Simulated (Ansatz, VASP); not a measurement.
**SnO: VASP beside Ansatz**

Contents of INCAR:

```
  PREC = Accurate
  ENCUT = 520
  EDIFF = 1E-7
  ISMEAR = 0
  SIGMA = 0.03
  LREAL = False
  LASPH = True
  NELM = 60
  ALGO = Normal
  ISIF = 2
  LWAVE = False
  LCHARG = True
  GGA = CA
  LELF = True
  LVHAR = True
  NBANDS = 28
```

The input KPOINTS:

```
regular mesh
0
Gamma
  10 10 8
```

Contents of POSCAR:

```
SnO
1.0
    4.0136466639      0.0000000000      0.0000000000
    0.0000000000      4.0136466639      0.0000000000
    0.0000000000      0.0000000000      4.3394255593
Sn O
2 2
Direct
    0.0000000000      0.5000000000      0.2385000000
    0.5000000000      0.0000000000      0.7615000000
    0.0000000000      0.0000000000      0.0000000000
    0.5000000000      0.5000000000      0.0000000000
```

Input for Ansatz:

```yaml
crystal:
  lattice:
    - [4.0136466639, 0.0, 0.0]
    - [0.0, 4.0136466639, 0.0]
    - [0.0, 0.0, 4.3394255593]
  atoms:
    - { symbol: Sn, position: [0.0, 0.5, 0.2385] }
    - { symbol: Sn, position: [0.5, 0.0, 0.7615] }
    - { symbol: O, position: [0.0, 0.0, 0.0] }
    - { symbol: O, position: [0.5, 0.5, 0.0] }
basis:
  ecutwfc: 420
kpoints:
  mp_grid: { grid: [10, 10, 8] }
hamiltonian:
  xc: lda
scf:
  occupations: { method: gaussian, width: 0.03 }
output:
  forces: true
  stress: true
  eigenvalues: true
```

Alike in both runs: task single point; functional LDA; k mesh 10 × 10 × 8; occupations gaussian, width 0.03 eV; no spin polarisation.

|  | VASP | Ansatz |
| --- | --- | --- |
| version | VASP 6.6.1 | Ansatz 0.2.0 |
| potentials or method | VASP PAW LDA potentials, release 64 (Sn_d, O), cutoff 520 eV | scalar-relativistic, plane waves, PAW |
| valence electrons in the cell | 40 | 40 |

VASP gave:

```
gap on the k mesh at the Fermi level (eV)                     : 0.70
least direct gap on the mesh (eV)                             : 1.51
pressure (GPa)                                                : -5.2
traceless stress, the component that is largest in VASP (GPa) : 6.50
rms of the force components (eV/Å)                            : 0.106
```

Q: What did Ansatz give for the same quantities?

A: gap on the k mesh at the Fermi level (eV): 0.72; least direct gap on the mesh (eV): 1.56; pressure (GPa): -5.5; traceless stress, the component that is largest in VASP (GPa): 6.56; rms of the force components (eV/Å): 0.071.

LDA's correlation is that of Perdew and Zunger in VASP and of Perdew and Wang (1992) in Ansatz. Atom by atom the forces differ by 0.036 eV/Å (rms over components).
